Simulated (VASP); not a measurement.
# TiTe2 (P-1) in VASP: a series of runs, part 2 of 2

VASP 6.6.1. The steps go on from the part before.

## 3. Single point, PBE

File INCAR:

```
  PREC = Accurate
  ENCUT = 520
  EDIFF = 1E-6
  ISMEAR = -1
  SIGMA = 0.05
  LREAL = False
  LASPH = True
  NELM = 80
  ALGO = Normal
  ISIF = 2
  LWAVE = False
  LCHARG = False
  GGA = PE
  NBANDS = 19
```

File KPOINTS:

```
Automatic mesh
0
Gamma
  7 7 4
```

File POSCAR:

```
TiTe2
1.0
    3.7770000000     -0.0377700000      0.0000000000
   -1.9212097795      3.2898629501      0.0000000000
    0.0000000000      0.0000000000      6.4980000000
Te Ti
2 1
Direct
    0.3333333333      0.6666666667      0.7372000000
    0.6666666667      0.3333333333      0.2628000000
    0.0000000000      0.0000000000      0.0000000000
```

Potentials or basis: VASP PAW PBE potentials, release 64 (Te, Ti_sv).

On the command line:

```console
$ cat potpaw_PBE.64/Te/POTCAR potpaw_PBE.64/Ti_sv/POTCAR > POTCAR
$ mpirun -np 1 vasp_std > vasp.out
```

OUTCAR:

```text
PREC = Accurate
   ENCUT = 520
   EDIFF = 1E-6
   ISMEAR = -1
   LREAL = False
   LASPH = True
   NELM = 80
   ISIF = 2
   GGA = PE

 ion  position               nearest neighbor table
   1  0.333  0.667  0.737-   3 2.75   3 2.77   3 2.78
   2  0.667  0.333  0.263-   3 2.75   3 2.77   3 2.78
   3  0.000  0.000  0.000-   2 2.75   1 2.75   2 2.77   1 2.77   1 2.78   2 2.78

  LATTYP: Found a simple monoclinic cell.
 ALAT       =     3.7443378451
 B/A-ratio  =     1.7354203250
 C/A-ratio  =     1.0087735139
 COS(beta)  =    -0.4869160342

  Lattice vectors:

 A1 = (   1.8557902205,   3.2520929501,   0.0000000000)
 A2 = (   0.0000000000,   0.0000000000,  -6.4980000000)
 A3 = (  -3.7770000000,   0.0377700000,   0.0000000000)

Analysis of symmetry for initial positions (statically):
=====================================================================
 Subroutine PRICEL returns:
 Original cell was already a primitive cell.

 Routine SETGRP: Setting up the symmetry group for a
 simple monoclinic supercell.

 Subroutine GETGRP returns: Found  2 space group operations
 (whereof  2 operations were pure point group operations)
 out of a pool of  4 trial point group operations.

The static configuration has the point symmetry S_2 .

Analysis of symmetry for dynamics (positions and initial velocities):
=====================================================================
 Subroutine PRICEL returns:
 Original cell was already a primitive cell.

 Routine SETGRP: Setting up the symmetry group for a
 simple monoclinic supercell.

 Subroutine GETGRP returns: Found  2 space group operations
 (whereof  2 operations were pure point group operations)
 out of a pool of  4 trial point group operations.

The dynamic configuration has the point symmetry S_2 .

 Subroutine INISYM returns: Found  2 space group operations
 (whereof  2 operations are pure point group operations),
 and found     1 'primitive' translations

----------------------------------------------------------------------------------------

                                     Primitive cell

  volume of cell :      80.2714

  direct lattice vectors                    reciprocal lattice vectors
     3.777000000 -0.037770000  0.000000000     0.266315618  0.155522640  0.000000000
    -1.921209780  3.289862950  0.000000000     0.003057495  0.305749542  0.000000000
     0.000000000  0.000000000  6.498000000     0.000000000  0.000000000  0.153893506

  length of vectors
     3.777188845  3.809756586  6.498000000     0.308401200  0.305764829  0.153893506

  position of ions in fractional coordinates (direct lattice)
     0.333333333  0.666666667  0.737200000
     0.666666667  0.333333333  0.262800000
     0.000000000  0.000000000  0.000000000

  ion indices of the primitive-cell ions
   primitive index   ion index
                 1           1
                 2           2
                 3           3

----------------------------------------------------------------------------------------

 KPOINTS: Automatic mesh

Automatic generation of k-mesh.
 Grid dimensions read from file:
 generate k-points for:    7    7    4

 Generating k-lattice:

  Cartesian coordinates                     Fractional coordinates (reciprocal lattice)
     0.038045088  0.022217520  0.000000000     0.142857143  0.000000000  0.000000000
     0.000436785  0.043678506  0.000000000     0.000000000  0.142857143  0.000000000
     0.000000000  0.000000000  0.038473376     0.000000000  0.000000000  0.250000000

  Length of vectors
     0.044057314  0.043680690  0.038473376

  Shift w.r.t. Gamma in fractional coordinates (k-lattice)
     0.000000000  0.000000000  0.000000000

 Subroutine IBZKPT returns following result:
 ===========================================

 Found     99 irreducible k-points:

 Following reciprocal coordinates:
            Coordinates               Weight
  0.000000  0.000000  0.000000      1.000000
  0.142857 -0.000000  0.000000      2.000000
  0.285714  0.000000  0.000000      2.000000
  0.428571  0.000000  0.000000      2.000000
  0.000000  0.142857  0.000000      2.000000
  0.142857  0.142857  0.000000      2.000000
[... 16 lines left out ...]
 -0.428571  0.428571  0.000000      2.000000
 -0.285714  0.428571  0.000000      2.000000
 [... further k-points ...]
   k-points           NKPTS =     99   k-points in BZ     NKDIM =     99   number of bands    NBANDS=     19
   number of dos      NEDOS =    301   number of ions     NIONS =      3
   total plane-waves  NPLWV =  37632
   dimension x,y,z NGX =    28 NGY =   28 NGZ =   48
   dimension x,y,z NGXF=    56 NGYF=   56 NGZF=   96
   ions per type =               2   1
   NGX,Y,Z   is equivalent  to a cutoff of  12.32, 12.22, 12.28 a.u.
   NGXF,Y,Z  is equivalent  to a cutoff of  24.65, 24.44, 24.56 a.u.
 SYSTEM =  unknown system
   PREC   = accura    normal or accurate (medium, high low for compatibility)
   ISTART =      0    job   : 0-new  1-cont  2-samecut
   ICHARG =      2    charge: 1-file 2-atom 10-const
   ISPIN  =      1    spin polarized calculation?
   LNONCOLLINEAR =      F non collinear calculations
   LSORBIT =      F    spin-orbit coupling
   LASPH  =      T    aspherical Exc in radial PAW
   ENCUT  =  520.0 eV  38.22 Ry    6.18 a.u.   7.02  7.08 12.08*2*pi/ulx,y,z
   NELM   =     80;   NELMIN=  2; NELMDL= -5     # of ELM steps
   EDIFF  = 0.1E-05   stopping-criterion for ELM
   LREAL  =      F    real-space projection
   EDIFFG = 0.1E-04   stopping-criterion for IOM
   NSW    =      0    number of steps for IOM
   IBRION =     -1    ionic relax: 0-MD 1-quasi-New 2-CG
   NFREE  =      0    steps in history (QN), initial steepest desc. (CG)
   ISIF   =      2    stress and relaxation
   ISYM   =      2    0-nonsym 1-usesym 2-fastsym
   POTIM  = 0.5000    time-step for ionic-motion
   TEBEG  =    0.0;   TEEND  =   0.0 temperature during run
   PSTRESS=    0.0 pullay stress
   NELECT =      24.0000    total number of electrons
   NUPDOWN=      -1.0000    fix difference up-down
   EMIN   =  10.00;   EMAX   =-10.00  energy-range for DOS
   EFERMI =   0.00;   METHOD = LEGACY
   ISMEAR =    -1;   SIGMA  =   0.05  broadening in eV -4-tet -1-fermi 0-gaus
   EFERMI_NEDOS =   21; number of points for ismear=-14 and -15
   IALGO  =     38    algorithm
   IMIX   =      4    mixing-type and parameters
     AMIX     =   0.40;   BMIX     =  1.00
     AMIX_MAG =   1.60;   BMIX_MAG =  1.00
  volume/ion in A,a.u.               =      26.76       180.57
  Fermi-wavevector in a.u.,A,eV,Ry     =   1.094691  2.068666 16.304525  1.198349
  Thomas-Fermi vector in A             =   2.231001
   LORBIT       =      0    0 simple, 1 ext, 2 COOP (PROOUT), +10 PAW based schemes
   GGA     = PE    functional components
   LHFCALC =     F    Hartree Fock is set to
   AEXX    =    0.0000 exact exchange contribution
   IVDW    =     0    specifies the selected vdW correction
   LEPSILON=     F    determine dielectric tensor
   LRPA    =     F    only Hartree local field effects (RPA)
 non-spin polarized calculation
  energy-cutoff  :      520.00
  volume of cell :       80.27
 maximum number of plane-waves:      2178
   NGX = 15   NGY = 15   NGZ = 25

 number of electron      24.0000000 magnetization

 Free energy of the ion-electron system (eV)
  ---------------------------------------------------
  ext. energy  EPLUGINS =         0.00000000
  ---------------------------------------------------
  free energy    TOTEN  =       -16.21117446 eV

  energy without entropy =      -16.20019699  energy(sigma->0) =      -16.20568572

 E-fermi :   6.8045     XC(G=0):  -9.8605

 val. band max:        6.7882599851   @ k =  -0.2857   0.2857   0.2500
 cond. band min:       6.8167679824   @ k =   0.0000  -0.2857   0.2500
 fundamental gap:      0.0285079972
 Fermi energy:         6.8044517920

 k-point     1 :       0.0000    0.0000    0.0000
  band No.  band energies     occupation
      1     -50.6559      2.00000
      2     -26.9190      2.00000
      3     -26.9070      2.00000
      4     -26.8753      2.00000
      5      -5.5824      2.00000
      6      -4.0795      2.00000
[... 11 lines left out ...]
     18      11.9225      0.00000
     19      12.7591      0.00000
[... 485 lines left out ...]
 k-point    24 :      -0.2857    0.4286    0.0000
  band No.  band energies     occupation
      1     -50.6535      2.00000
      2     -26.9492      2.00000
      3     -26.9185      2.00000
      4     -26.8688      2.00000
      5      -4.2939      2.00000
      6      -3.5751      2.00000
[... 11 lines left out ...]
     18      12.1233      0.00000
     19      13.6238      0.00000

 [... further k-points ...]
[... 5 lines left out ...]
  --------------------------------------------------------------------------------------
  -------------------------------------------------------------------------------------
  Total        0.3903657      0.3667101      0.5664149      0.3531483      0.0058911      0.1941376
  in kB        7.7915050      7.3193518     11.3053585      7.0486647      0.1175843      3.8748908
  external PRESSURE =       8.8054051 kB  Pullay stress =       0.0000000 kB

 VOLUME and BASIS-vectors are now :
 -----------------------------------------------------------------------------
  energy-cutoff  :      520.00
  volume of cell :       80.27
      direct lattice vectors                 reciprocal lattice vectors
     3.777000000 -0.037770000  0.000000000     0.266315618  0.155522640  0.000000000
    -1.921209780  3.289862950  0.000000000     0.003057495  0.305749542  0.000000000
     0.000000000  0.000000000  6.498000000     0.000000000  0.000000000  0.153893506

 POSITION                                       TOTAL-FORCE (eV/Angst)
 -----------------------------------------------------------------------------------
     -0.02181      2.18065      4.79033        -0.045672     -0.001080     -0.004059
      1.87760      1.07144      1.70767         0.045672      0.001080      0.004059
      0.00000      0.00000      0.00000        -0.000000      0.000000      0.000000
 -----------------------------------------------------------------------------------
    total drift:                                0.000000     -0.000000      0.000000

  FREE ENERGIE OF THE ION-ELECTRON SYSTEM (eV)
  ---------------------------------------------------
  free  energy   TOTEN  =       -16.2111744594 eV

  energy  without entropy=      -16.2001969855  energy(sigma->0) =      -16.20568572
```

OSZICAR:

```text
N       E                     dE             d eps       ncg     rms          rms(c)
DAV:   1     0.179961917118E+03    0.17996E+03   -0.10771E+04  3762   0.118E+03
DAV:   2    -0.180905115614E+01   -0.18177E+03   -0.17720E+03  3927   0.298E+02
DAV:   3    -0.178285806125E+02   -0.16020E+02   -0.15651E+02  5605   0.830E+01
DAV:   4    -0.184289470681E+02   -0.60037E+00   -0.59565E+00  5012   0.148E+01
DAV:   5    -0.184498696680E+02   -0.20923E-01   -0.20913E-01  5285   0.269E+00    0.121E+01
DAV:   6    -0.186374058785E+02   -0.18754E+00   -0.38247E+01  4235   0.376E+01    0.146E+01
DAV:   7    -0.164712591952E+02    0.21661E+01   -0.32131E+01  4781   0.324E+01    0.550E+00
DAV:   8    -0.162116902647E+02    0.25957E+00   -0.14689E+00  4449   0.830E+00    0.171E+00
DAV:   9    -0.162345623891E+02   -0.22872E-01   -0.27211E-01  5042   0.326E+00    0.162E+00
DAV:  10    -0.162134459257E+02    0.21116E-01   -0.26623E-01  4548   0.356E+00    0.771E-01
DAV:  11    -0.162114501367E+02    0.19958E-02   -0.27358E-02  4348   0.124E+00    0.350E-01
DAV:  12    -0.162112613450E+02    0.18879E-03   -0.34164E-03  4486   0.421E-01    0.234E-01
DAV:  13    -0.162111780772E+02    0.83268E-04   -0.32399E-04  4371   0.143E-01    0.370E-02
DAV:  14    -0.162111802515E+02   -0.21744E-05   -0.11338E-05  4498   0.264E-02    0.395E-02
DAV:  15    -0.162111753174E+02    0.49342E-05   -0.10635E-05  4577   0.251E-02    0.118E-02
DAV:  16    -0.162111744594E+02    0.85796E-06   -0.47232E-06  3911   0.135E-02
   1 F= -.16211174E+02 E0= -.16205686E+02  d E =-.109775E-01
```

Wall time 2.5 min (1 thread of Intel Xeon Platinum 8259CL at 2.50GHz (Skylake/Cascade Lake), shared host); peak memory 0.29 GiB.

Results:

```
Free energy            : -16.2112 eV
Pressure               : 0.9 GPa
Largest force          : 0.046 eV/Å
Band gap on the k mesh : zero (band 12 reaches 7.25 eV, above the bottom of band 13 at 6.63 eV)
```

Forces on the atoms (eV/Å):
```
Te  -0.046 -0.001 -0.004
Te   0.046  0.001  0.004
Ti   0.000  0.000  0.000
```

Stress tensor (GPa, compression positive):
```
0.78 0.70 0.39
0.70 0.73 0.01
0.39 0.01 1.13
```

Levels at points of the mesh, in eV from the Fermi level:
```tsv
k point	band 8	band 9	band 10	band 11	band 12	band 13	band 14	band 15	band 16	band 17
(0.00, 0.00, 0.00)	-1.71	-1.61	0.36	0.39	0.45	0.59	1.02	1.16	3.03	3.12
(0.00, 0.00, 0.50)	-2.63	-1.64	-1.54	0.37	0.44	0.70	0.84	1.04	3.46	3.55
```

Caveat: spin-orbit coupling is left out, which moves the levels of the heavy elements.
